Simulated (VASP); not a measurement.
## PtSe2 (Sudovikovite): single point with LDA

Crystal: PtSe2 (Sudovikovite).

```xyz
3
Lattice="3.7240 0.0000 0.0000 -1.8620 3.2251 0.0000 0.0000 0.0000 5.0620" Properties=species:S:1:pos:R:3 pbc="T T T"
Pt    0.0000    0.0000    0.0000
Se    0.0000    2.1501    1.2655
Se    1.8620    1.0750    3.7965
```

```
Program                : VASP 6.6.1
Task                   : single point
Functional             : LDA
Potentials or basis    : VASP PAW LDA potentials, release 64 (Pt, Se)
Cutoff                 : 520 eV
k mesh                 : 9 × 9 × 6
Occupations            : gaussian, width 0.1 eV
Spin                   : no spin polarisation
Dipole correction      : no
Further INCAR settings : ALGO = Normal; EDIFF = 1e-06; NBANDS = 18
```

* Pressure: -0.1 GPa
* Largest force: 0.221 eV/Å
* Band gap on the k mesh: zero (band 11 reaches 6.91 eV, above the bottom of band 12 at 6.48 eV)

Forces in eV/Å, atoms in the order of the input:
```
Pt   0.000  0.000  0.000
Se   0.000  0.000  0.221
Se   0.000  0.000 -0.221
```

Stress tensor (GPa, compression positive):
```
 0.36  0.00  0.00
 0.00  0.36  0.00
 0.00  0.00 -0.93
```

Levels at points of the mesh, in eV from the Fermi level:
```tsv
k point	band 7	band 8	band 9	band 10	band 11	band 12	band 13	band 14	band 15	band 16
(0.00, 0.00, 0.00)	-4.04	-2.58	-1.08	-1.08	0.39	1.43	1.43	3.49	4.03	7.22
(0.00, 0.00, 0.50)	-4.07	-3.02	-1.72	-1.51	-1.51	2.28	2.28	4.71	6.21	6.71
```

It took 2.2 min on 1 thread of AMD EPYC 7571 (shared host), peak memory 0.17 GiB.

Caveat: spin-orbit coupling is left out, which moves the levels of the heavy elements.
